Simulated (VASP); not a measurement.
# W (I4/mmm) in VASP: single point with PBE

Aim: the single point of W with PBE.

All numbers are computed with VASP 6.6.1; they aren't measurements. Logs are shortened: lines on timing, memory, paths and dates and some standing lists are left out, and cuts for length are marked.

**1. The cell of the first run**

The structure is tetragonal, space group I4/mmm (No. 139). The conventional cell has a = 3.115 Å, b = 3.115 Å, c = 3.354 Å, α = 90.00°, β = 90.00°, γ = 90.00°. Within 3.6 Å of W (site symmetry 4/mmm) lie 14 W at 2.77 to 3.35 Å.

**2. Single point, PBE (strain -0.025 along x and y, +0.050 along z)**

Input file INCAR:

```
  PREC = Accurate
  ENCUT = 500
  EDIFF = 1E-6
  ISMEAR = 0
  SIGMA = 0.15
  LREAL = F
  LASPH = T
  NELM = 120
  ALGO = Normal
  ISIF = 2
  LWAVE = F
  LCHARG = T
  GGA = PE
  LELF = T
  LVHAR = T
  NBANDS = 13
  GGA_COMPAT = F
```

Input file KPOINTS:

```
Automatic mesh
0
Gamma
  20 20 20
```

Input file POSCAR:

```
W
1.0
   -1.5573675000      1.5573675000      1.6771650000
    1.5573675000     -1.5573675000      1.6771650000
    1.5573675000      1.5573675000     -1.6771650000
W
1
Direct
    0.0000000000      0.0000000000      0.0000000000
```

Potentials or basis: VASP PAW PBE potentials, release 64 (W_sv).

The run is started by

```
cat potpaw_PBE.64/W_sv/POTCAR > POTCAR
mpirun -np 1 vasp_std > vasp.out
```

OUTCAR:

```text
PREC = Accurate
   ENCUT = 500
   EDIFF = 1E-6
   ISMEAR = 0
   LREAL = F
   LASPH = T
   NELM = 120
   ISIF = 2
   GGA = PE

 ion  position               nearest neighbor table
   1  0.000  0.000  0.000-

  LATTYP: Found a body centered tetragonal cell.
 ALAT       =     3.1147350000
 C/A-ratio  =     1.0769230769

  Lattice vectors:

 A1 = (  -1.5573675000,   1.5573675000,   1.6771650000)
 A2 = (   1.5573675000,  -1.5573675000,   1.6771650000)
 A3 = (   1.5573675000,   1.5573675000,  -1.6771650000)

Analysis of symmetry for initial positions (statically):
=====================================================================
 Subroutine PRICEL returns:
 Original cell was already a primitive cell.

 Routine SETGRP: Setting up the symmetry group for a
 body centered tetragonal supercell.

 Subroutine GETGRP returns: Found 16 space group operations
 (whereof 16 operations were pure point group operations)
 out of a pool of 16 trial point group operations.

The static configuration has the point symmetry D_4h.

Analysis of symmetry for dynamics (positions and initial velocities):
=====================================================================
 Subroutine PRICEL returns:
 Original cell was already a primitive cell.

 Routine SETGRP: Setting up the symmetry group for a
 body centered tetragonal supercell.

 Subroutine GETGRP returns: Found 16 space group operations
 (whereof 16 operations were pure point group operations)
 out of a pool of 16 trial point group operations.

The dynamic configuration has the point symmetry D_4h.

 Subroutine INISYM returns: Found 16 space group operations
 (whereof 16 operations are pure point group operations),
 and found     1 'primitive' translations

----------------------------------------------------------------------------------------

                                     Primitive cell

  volume of cell :      16.2711

  direct lattice vectors                    reciprocal lattice vectors
    -1.557367500  1.557367500  1.677165000     0.000000000  0.321054600  0.298122129
     1.557367500 -1.557367500  1.677165000     0.321054600  0.000000000  0.298122129
     1.557367500  1.557367500 -1.677165000     0.321054600  0.321054600  0.000000000

  length of vectors
     2.768333343  2.768333343  2.768333343     0.438124252  0.438124252  0.454039770

  position of ions in fractional coordinates (direct lattice)
     0.000000000  0.000000000  0.000000000

  ion indices of the primitive-cell ions
   primitive index   ion index
                 1           1

----------------------------------------------------------------------------------------

 KPOINTS: Automatic mesh

Automatic generation of k-mesh.
 Grid dimensions read from file:
 generate k-points for:   20   20   20

 Generating k-lattice:

  Cartesian coordinates                     Fractional coordinates (reciprocal lattice)
     0.000000000  0.016052730  0.014906106     0.050000000  0.000000000 -0.000000000
     0.016052730  0.000000000  0.014906106     0.000000000  0.050000000 -0.000000000
     0.016052730  0.016052730  0.000000000     0.000000000  0.000000000  0.050000000

  Length of vectors
     0.021906213  0.021906213  0.022701988

  Shift w.r.t. Gamma in fractional coordinates (k-lattice)
     0.000000000  0.000000000  0.000000000

 Subroutine IBZKPT returns following result:
 ===========================================

 Found    641 irreducible k-points:

 Following reciprocal coordinates:
            Coordinates               Weight
  0.000000  0.000000  0.000000      1.000000
  0.050000  0.000000  0.000000      8.000000
  0.100000 -0.000000  0.000000      8.000000
  0.150000  0.000000  0.000000      8.000000
  0.200000 -0.000000  0.000000      8.000000
  0.250000 -0.000000  0.000000      8.000000
[... 16 lines left out ...]
 -0.400000  0.050000 -0.000000     16.000000
 -0.350000  0.050000 -0.000000     16.000000
 [... further k-points ...]
   k-points           NKPTS =    641   k-points in BZ     NKDIM =    641   number of bands    NBANDS=     13
   number of dos      NEDOS =    301   number of ions     NIONS =      1
   total plane-waves  NPLWV =   8000
   dimension x,y,z NGX =    20 NGY =   20 NGZ =   20
   dimension x,y,z NGXF=    40 NGYF=   40 NGZF=   40
   ions per type =               1
   NGX,Y,Z   is equivalent  to a cutoff of  12.01, 12.01, 12.01 a.u.
   NGXF,Y,Z  is equivalent  to a cutoff of  24.02, 24.02, 24.02 a.u.
 SYSTEM =  unknown system
   PREC   = accura    normal or accurate (medium, high low for compatibility)
   ISTART =      0    job   : 0-new  1-cont  2-samecut
   ICHARG =      2    charge: 1-file 2-atom 10-const
   ISPIN  =      1    spin polarized calculation?
   LNONCOLLINEAR =      F non collinear calculations
   LSORBIT =      F    spin-orbit coupling
   LASPH  =      T    aspherical Exc in radial PAW
   ENCUT  =  500.0 eV  36.75 Ry    6.06 a.u.   5.05  5.05  5.05*2*pi/ulx,y,z
   NELM   =    120;   NELMIN=  2; NELMDL= -5     # of ELM steps
   EDIFF  = 0.1E-05   stopping-criterion for ELM
   LREAL  =      F    real-space projection
   EDIFFG = 0.1E-04   stopping-criterion for IOM
   NSW    =      0    number of steps for IOM
   IBRION =     -1    ionic relax: 0-MD 1-quasi-New 2-CG
   NFREE  =      0    steps in history (QN), initial steepest desc. (CG)
   ISIF   =      2    stress and relaxation
   ISYM   =      2    0-nonsym 1-usesym 2-fastsym
   POTIM  = 0.5000    time-step for ionic-motion
   TEBEG  =    0.0;   TEEND  =   0.0 temperature during run
   PSTRESS=    0.0 pullay stress
   NELECT =      14.0000    total number of electrons
   NUPDOWN=      -1.0000    fix difference up-down
   EMIN   =  10.00;   EMAX   =-10.00  energy-range for DOS
   EFERMI =   0.00;   METHOD = LEGACY
   ISMEAR =     0;   SIGMA  =   0.15  broadening in eV -4-tet -1-fermi 0-gaus
   EFERMI_NEDOS =   21; number of points for ismear=-14 and -15
   IALGO  =     38    algorithm
   IMIX   =      4    mixing-type and parameters
     AMIX     =   0.40;   BMIX     =  1.00
     AMIX_MAG =   1.60;   BMIX_MAG =  1.00
  volume/ion in A,a.u.               =      16.27       109.80
  Fermi-wavevector in a.u.,A,eV,Ry     =   1.557082  2.942459 32.987388  2.424505
  Thomas-Fermi vector in A             =   2.660784
   LORBIT       =      0    0 simple, 1 ext, 2 COOP (PROOUT), +10 PAW based schemes
   GGA     = PE    functional components
   LHFCALC =     F    Hartree Fock is set to
   AEXX    =    0.0000 exact exchange contribution
   IVDW    =     0    specifies the selected vdW correction
   LEPSILON=     F    determine dielectric tensor
   LRPA    =     F    only Hartree local field effects (RPA)
 non-spin polarized calculation
 Gauss-broadening in eV      SIGMA  =   0.15
  energy-cutoff  :      500.00
  volume of cell :       16.27
 maximum number of plane-waves:       428
   NGX = 11   NGY = 11   NGZ = 11

 number of electron      13.9999997 magnetization

 Free energy of the ion-electron system (eV)
  ---------------------------------------------------
  ext. energy  EPLUGINS =         0.00000000
  ---------------------------------------------------
  free energy    TOTEN  =       -12.90356369 eV

  energy without entropy =      -12.89776138  energy(sigma->0) =      -12.90066254

 E-fermi :  11.0851     XC(G=0): -13.4926

 val. band max:       11.0834494452   @ k =  -0.4500   0.4500   0.3000
 cond. band min:      11.0927342928   @ k =   0.4500   0.4000   0.0500
 fundamental gap:      0.0092848476
 Fermi energy:        11.0850794969

 k-point     1 :       0.0000    0.0000    0.0000
  band No.  band energies     occupation
      1     -63.1438      2.00000
      2     -26.7570      2.00000
      3     -26.7372      2.00000
      4     -26.7372      2.00000
      5       1.5772      2.00000
      6       9.6421      2.00000
      7       9.6421      2.00000
      8      10.5411      2.00000
      9      12.6062      0.00000
     10      13.7969      0.00000
     11      24.6934      0.00000
     12      26.0452      0.00000
     13      26.0452      0.00000

 k-point     2 :       0.0500    0.0000    0.0000
  band No.  band energies     occupation
      1     -63.1410      2.00000
      2     -26.7808      2.00000
      3     -26.7462      2.00000
      4     -26.7447      2.00000
      5       1.6925      2.00000
      6       9.6324      2.00000
      7       9.6683      2.00000
      8      10.5572      2.00000
      9      12.5363      0.00000
     10      13.7491      0.00000
     11      24.9031      0.00000
     12      26.1996      0.00000
     13      26.2394      0.00000

 k-point     3 :       0.1000   -0.0000    0.0000
  band No.  band energies     occupation
      1     -63.1328      2.00000
      2     -26.8688      2.00000
      3     -26.7721      2.00000
      4     -26.7466      2.00000
      5       2.0281      2.00000
      6       9.5865      2.00000
      7       9.6577      2.00000
      8      10.7043      1.99967
      9      12.3668      0.00000
     10      13.6450      0.00000
     11      25.4055      0.00000
     12      26.6325      0.00000
     13      26.8080      0.00000

 k-point     4 :       0.1500    0.0000    0.0000
  band No.  band energies     occupation
      1     -63.1199      2.00000
      2     -27.0067      2.00000
      3     -26.8123      2.00000
      4     -26.7468      2.00000
      5       2.5523      2.00000
      6       9.4711      2.00000
      7       9.4932      2.00000
      8      11.1230      0.72083
      9      12.2106      0.00000
     10      13.5493      0.00000
     11      25.8551      0.00000
     12      27.1935      0.00000
     13      27.7151      0.00000

 k-point     5 :       0.2000   -0.0000    0.0000
  band No.  band energies     occupation
      1     -63.1036      2.00000
      2     -27.1775      2.00000
      3     -26.8625      2.00000
      4     -26.7467      2.00000
      5       3.2055      2.00000
      6       9.2178      2.00000
      7       9.2959      2.00000
      8      11.7951      0.00000
      9      12.1736      0.00000
     10      13.5017      0.00000
     11      25.8161      0.00000
     12      27.5233      0.00000
     13      28.9130      0.00000
[... 257 lines left out ...]
 k-point    22 :      -0.4500    0.0500   -0.0000
  band No.  band energies     occupation
      1     -63.0320      2.00000
      2     -27.8687      2.00000
      3     -27.0816      2.00000
      4     -26.7600      2.00000
      5       5.0448      2.00000
      6       8.0797      2.00000
      7      10.6198      1.99999
      8      12.5682      0.00000
      9      14.2372      0.00000
     10      16.3091      0.00000
     11      22.1061      0.00000
     12      23.1335      0.00000
     13      28.8743      0.00000

 k-point    23 :      -0.4000    0.0500   -0.0000
  band No.  band energies     occupation
      1     -63.0426      2.00000
      2     -27.7699      2.00000
      3     -27.0481      2.00000
      4     -26.7613      2.00000
      5       4.9864      2.00000
      6       8.2342      2.00000
      7       9.9202      2.00000
      8      12.4966      0.00000
      9      14.0989      0.00000
     10      15.3704      0.00000
     11      23.1498      0.00000
     12      23.7955      0.00000
     13      30.2503      0.00000

 k-point    24 :      -0.3500    0.0500   -0.0000
  band No.  band energies     occupation
      1     -63.0572      2.00000
      2     -27.6311      2.00000
      3     -27.0019      2.00000
      4     -26.7623      2.00000
      5       4.7648      2.00000
      6       8.4588      2.00000
      7       9.3503      2.00000
      8      12.3656      0.00000
      9      13.9043      0.00000
     10      14.3102      0.00000
     11      24.1852      0.00000
     12      24.9525      0.00000
     13      31.8985      0.00000

 [... further k-points ...]

------------------------ aborting loop because EDIFF is reached ----------------------------------------

  FORCE on cell =-STRESS in cart. coord.  units (eV):
  Direction    XX          YY          ZZ          XY          YZ          ZX
  --------------------------------------------------------------------------------------
  -------------------------------------------------------------------------------------
  Total        0.5655669      0.5655669     -1.5346759      0.0000000     -0.0000000      0.0000000
  in kB       55.6899137     55.6899137   -151.1155855      0.0000000     -0.0000000      0.0000000
  external PRESSURE =     -13.2452527 kB  Pullay stress =       0.0000000 kB

 VOLUME and BASIS-vectors are now :
 -----------------------------------------------------------------------------
  energy-cutoff  :      500.00
  volume of cell :       16.27
      direct lattice vectors                 reciprocal lattice vectors
    -1.557367500  1.557367500  1.677165000     0.000000000  0.321054600  0.298122129
     1.557367500 -1.557367500  1.677165000     0.321054600  0.000000000  0.298122129
     1.557367500  1.557367500 -1.677165000     0.321054600  0.321054600  0.000000000

 POSITION                                       TOTAL-FORCE (eV/Angst)
 -----------------------------------------------------------------------------------
      0.00000      0.00000      0.00000         0.000000     -0.000000     -0.000000
 -----------------------------------------------------------------------------------
    total drift:                                0.000000     -0.000000      0.000000

  FREE ENERGIE OF THE ION-ELECTRON SYSTEM (eV)
  ---------------------------------------------------
  free  energy   TOTEN  =       -12.9035636938 eV

  energy  without entropy=      -12.8977613806  energy(sigma->0) =      -12.90066254
```

Run time: 99 s. Hardware: 1 thread of Intel Xeon Platinum 8259CL at 2.50GHz (Skylake/Cascade Lake), shared host; peak memory 0.22 GiB.

What came out:

| Item | Value |
| --- | --- |
| Free energy | -12.9036 eV |
| Pressure | -1.3 GPa |
| Band gap on the k mesh | zero (band 7 reaches 15.86 eV, above the bottom of band 8 at 10.31 eV) |

Levels at points of the mesh, in eV from the Fermi level:
| k point | band 3 | band 4 | band 5 | band 6 | band 7 | band 8 | band 9 | band 10 | band 11 | band 12 |
| --- | --- | --- | --- | --- | --- | --- | --- | --- | --- | --- |
| (0.00, 0.00, 0.00) | -37.82 | -37.82 | -9.51 | -1.44 | -1.44 | -0.54 | 1.52 | 2.71 | 13.61 | 14.96 |
| (0.50, 0.00, 0.00) | -38.18 | -37.83 | -6.13 | -3.10 | 0.41 | 1.36 | 3.14 | 5.76 | 10.45 | 11.54 |
| (0.50, 0.50, 0.00) | -38.27 | -37.88 | -6.11 | -4.05 | 0.97 | 2.88 | 3.45 | 6.02 | 11.04 | 11.21 |
| (0.50, 0.50, 0.50) | -38.59 | -38.59 | -5.75 | -5.53 | 4.78 | 5.08 | 5.08 | 6.73 | 8.70 | 8.70 |

Caveat: the cell differs from its parent crystal (strain -0.025 along x and y, +0.050 along z); spin-orbit coupling is left out, which moves the levels of the heavy elements.
